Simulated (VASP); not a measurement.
# Co (P6_3/mmc) in VASP: single point with PBE

Aim: the single point of Co with PBE.

Everything below comes from runs of VASP 6.6.1. Logs are shortened: lines on timing, memory, paths and dates and some standing lists are left out, and cuts for length are marked.

## (1) The cell of the first run

Symmetry: P6_3/mmc, No. 194, hexagonal system. Conventional cell: a = 2.519 Å, b = 2.519 Å, c = 4.091 Å, α = 90.00°, β = 90.00°, γ = 120.00°. Within 3.3 Å of Co (site symmetry -6m2) lie 12 Co at 2.51 to 2.52 Å.

## (2) Single point, PBE, collinear spin, ferromagnetic start

File INCAR:

```
PREC = Accurate
ENCUT = 520
EDIFF = 1E-6
ISMEAR = -1
SIGMA = 0.08
LREAL = False
LASPH = True
NELM = 150
ALGO = Normal
ISIF = 2
LWAVE = False
LCHARG = False
ISPIN = 2
MAGMOM = 2 2
LORBIT = 11
LMAXMIX = 4
GGA = PE
NBANDS = 20
```

File KPOINTS:

```
Automatic mesh
0
Gamma
  19 19 10
```

File POSCAR:

```
Co
1.0
    2.5190008694      0.0000000000      0.0000000000
   -1.2595004347      2.1815187451      0.0000000000
    0.0000000000      0.0000000000      4.0910000000
Co
2
Direct
    0.3333333333      0.6666666667      0.2500000000
    0.6666666667      0.3333333333      0.7500000000
```

Potentials or basis: VASP PAW PBE potentials, release 64 (Co).

Run with:

```bash
$ cat potpaw_PBE.64/Co/POTCAR > POTCAR
$ mpirun -np 1 vasp_std > vasp.out
```

OUTCAR:

```text
PREC = Accurate
   ENCUT = 520
   EDIFF = 1E-6
   ISMEAR = -1
   LREAL = False
   LASPH = True
   NELM = 150
   ISIF = 2
   ISPIN = 2
   LORBIT = 11
   GGA = PE

 ion  position               nearest neighbor table
   1  0.333  0.667  0.250-   2 2.51   2 2.51   2 2.51   2 2.51   2 2.51   2 2.51
   2  0.667  0.333  0.750-   1 2.51   1 2.51   1 2.51   1 2.51   1 2.51   1 2.51

  LATTYP: Found a hexagonal cell.
 ALAT       =     2.5190008694
 C/A-ratio  =     1.6240566050

  Lattice vectors:

 A1 = (   2.5190008694,   0.0000000000,   0.0000000000)
 A2 = (  -1.2595004347,   2.1815187451,   0.0000000000)
 A3 = (   0.0000000000,   0.0000000000,   4.0910000000)

Analysis of symmetry for initial positions (statically):
=====================================================================
 Subroutine PRICEL returns:
 Original cell was already a primitive cell.

 Routine SETGRP: Setting up the symmetry group for a
 hexagonal supercell.

 Subroutine GETGRP returns: Found 24 space group operations
 (whereof 12 operations were pure point group operations)
 out of a pool of 24 trial point group operations.

The static configuration has the point symmetry D_3d.
 The point group associated with its full space group is D_6h.

Analysis of symmetry for dynamics (positions and initial velocities):
=====================================================================
 Subroutine PRICEL returns:
 Original cell was already a primitive cell.

 Routine SETGRP: Setting up the symmetry group for a
 hexagonal supercell.

 Subroutine GETGRP returns: Found 24 space group operations
 (whereof 12 operations were pure point group operations)
 out of a pool of 24 trial point group operations.

The dynamic configuration has the point symmetry D_3d.
 The point group associated with its full space group is D_6h.

Analysis of structural, dynamic, and magnetic symmetry:
=====================================================================
 Subroutine PRICEL returns:
 Original cell was already a primitive cell.

 Routine SETGRP: Setting up the symmetry group for a
 hexagonal supercell.

 Subroutine GETGRP returns: Found 24 space group operations
 (whereof 12 operations were pure point group operations)
 out of a pool of 24 trial point group operations.

The overall configuration has the point symmetry D_3d.
 The point group associated with its full space group is D_6h.

[... 115 lines left out ...]
   IALGO  =     38    algorithm
   IMIX   =      4    mixing-type and parameters
     AMIX     =   0.40;   BMIX     =  1.00
     AMIX_MAG =   1.60;   BMIX_MAG =  1.00
  volume/ion in A,a.u.               =      11.24        75.85
  Fermi-wavevector in a.u.,A,eV,Ry     =   1.520174  2.872713 31.442115  2.310930
  Thomas-Fermi vector in A             =   2.629061
   LORBIT       =     11    0 simple, 1 ext, 2 COOP (PROOUT), +10 PAW based schemes
   GGA     = PE    functional components
   LHFCALC =     F    Hartree Fock is set to
   AEXX    =    0.0000 exact exchange contribution
   IVDW    =     0    specifies the selected vdW correction
   LEPSILON=     F    determine dielectric tensor
   LRPA    =     F    only Hartree local field effects (RPA)
 spin polarized calculation
  energy-cutoff  :      520.00
  volume of cell :       22.48
 maximum number of plane-waves:       621
 NGX is ok and might be reduce to    20
   NGX =  9   NGY =  9   NGZ = 15

 number of electron      18.0000005 magnetization       3.2669232

 Free energy of the ion-electron system (eV)
  ---------------------------------------------------
  ext. energy  EPLUGINS =         0.00000000
  ---------------------------------------------------
  free energy    TOTEN  =       -14.07001665 eV

  energy without entropy =      -14.02949717  energy(sigma->0) =      -14.04975691

 E-fermi :   9.7661     XC(G=0): -13.1972

 val. band max:        9.7641274280   @ k =   0.1053   0.1053   0.1000
 cond. band min:       9.7667605170   @ k =   0.1579   0.0526   0.0000
 fundamental gap:      0.0026330890
 Fermi energy:         9.7660622549

 spin component 1

 k-point     1 :       0.0000    0.0000    0.0000
  band No.  band energies     occupation
      1       1.0632      1.00000
      2       4.7923      1.00000
      3       7.1789      1.00000
      4       7.2201      1.00000
      5       7.2201      1.00000
      6       7.5085      1.00000
[... 541 lines left out ...]
     19      32.4614      0.00000
     20      34.1034      0.00000

 [... further k-points ...]

 spin component 2

 k-point     1 :       0.0000    0.0000    0.0000
  band No.  band energies     occupation
      1       1.0508      1.00000
      2       5.7418      1.00000
      3       8.8243      0.99999
      4       8.8807      0.99998
      5       8.8807      0.99998
      6       9.2215      0.99890
[... 541 lines left out ...]
     19      32.7868      0.00000
     20      34.4382      0.00000

 [... further k-points ...]

------------------------ aborting loop because EDIFF is reached ----------------------------------------

  FORCE on cell =-STRESS in cart. coord.  units (eV):
  Direction    XX          YY          ZZ          XY          YZ          ZX
  --------------------------------------------------------------------------------------
  -------------------------------------------------------------------------------------
  Total       -0.9586569     -0.9586569     -1.1134235     -0.0000000      0.0000000      0.0000000
  in kB      -68.3214471    -68.3214471    -79.3513346     -0.0000000      0.0000000      0.0000000
  external PRESSURE =     -71.9980763 kB  Pullay stress =       0.0000000 kB

 VOLUME and BASIS-vectors are now :
 -----------------------------------------------------------------------------
  energy-cutoff  :      520.00
  volume of cell :       22.48
      direct lattice vectors                 reciprocal lattice vectors
     2.519000869  0.000000000  0.000000000     0.396982793  0.229198122  0.000000000
    -1.259500435  2.181518745  0.000000000     0.000000000  0.458396244  0.000000000
     0.000000000  0.000000000  4.091000000     0.000000000  0.000000000  0.244439012

 POSITION                                       TOTAL-FORCE (eV/Angst)
 -----------------------------------------------------------------------------------
     -0.00000      1.45435      1.02275         0.000000      0.000000      0.000000
      1.25950      0.72717      3.06825        -0.000000      0.000000      0.000000
 -----------------------------------------------------------------------------------
    total drift:                               -0.000000      0.000000     -0.000000

  FREE ENERGIE OF THE ION-ELECTRON SYSTEM (eV)
  ---------------------------------------------------
  free  energy   TOTEN  =       -14.0700166471 eV

  energy  without entropy=      -14.0294971692  energy(sigma->0) =      -14.04975691

 total charge

# of ion       s       p       d       tot
------------------------------------------
    1        0.474   0.491   7.240   8.206
    2        0.474   0.491   7.240   8.206
--------------------------------------------------
tot          0.948   0.983  14.481  16.412

 magnetization (x)

# of ion       s       p       d       tot
------------------------------------------
    1       -0.014  -0.053   1.728   1.661
    2       -0.014  -0.053   1.728   1.661
--------------------------------------------------
tot         -0.029  -0.106   3.456   3.321
```

OSZICAR:

```text
N       E                     dE             d eps       ncg     rms          rms(c)
DAV:   1     0.852667331035E+02    0.85267E+02   -0.82065E+03 20156   0.122E+03
DAV:   2    -0.115973395634E+02   -0.96864E+02   -0.87067E+02 19444   0.215E+02
DAV:   3    -0.161019561983E+02   -0.45046E+01   -0.42987E+01 21824   0.562E+01
DAV:   4    -0.161706987327E+02   -0.68743E-01   -0.68687E-01 23516   0.613E+00
DAV:   5    -0.161726286022E+02   -0.19299E-02   -0.19298E-02 22144   0.971E-01    0.144E+01
DAV:   6    -0.145620879768E+02    0.16105E+01   -0.79999E+00 21700   0.571E+01    0.734E+00
DAV:   7    -0.141020468262E+02    0.46004E+00   -0.13080E+00 22120   0.213E+01    0.373E+00
DAV:   8    -0.140848749783E+02    0.17172E-01   -0.16778E-02 24996   0.122E+00    0.167E+00
DAV:   9    -0.140704903470E+02    0.14385E-01   -0.34375E-03 30324   0.101E+00    0.465E-01
DAV:  10    -0.140700966480E+02    0.39370E-03   -0.52307E-04 25048   0.274E-01    0.171E-01
DAV:  11    -0.140700187311E+02    0.77917E-04   -0.12285E-04 28400   0.171E-01    0.292E-02
DAV:  12    -0.140700173620E+02    0.13691E-05   -0.12190E-05 20464   0.322E-02    0.167E-02
DAV:  13    -0.140700166471E+02    0.71482E-06   -0.16931E-06 19124   0.153E-02
   1 F= -.14070017E+02 E0= -.14049757E+02  d E =-.405195E-01  mag=     3.2674
```

stdout:

```text
POSCAR found type information on POSCAR Co
 POSCAR found :  1 types and       2 ions
 scaLAPACK will be used
 LDA part: xc-table for (Slater+PW92), standard interpolation
 POSCAR, INCAR and KPOINTS ok, starting setup
 FFT: planning ... GRIDC
 FFT: planning ... GRID_SOFT
 FFT: planning ... GRID
 WAVECAR not read
 entering main loop
```

It took 85 s on 1 thread of Intel Xeon 6975P-C (Granite Rapids), shared host; peak memory 0.25 GiB.

What came out:

```yaml
Free_energy: -14.0700 eV
Pressure: -7.2 GPa
Net_moment: 3.27 μB per cell
Site_moments: Co +1.66 μB
Valence_electrons_inside_the_program's_atomic_spheres: Co 8.21
```

Caveat: the cell stands under tension.
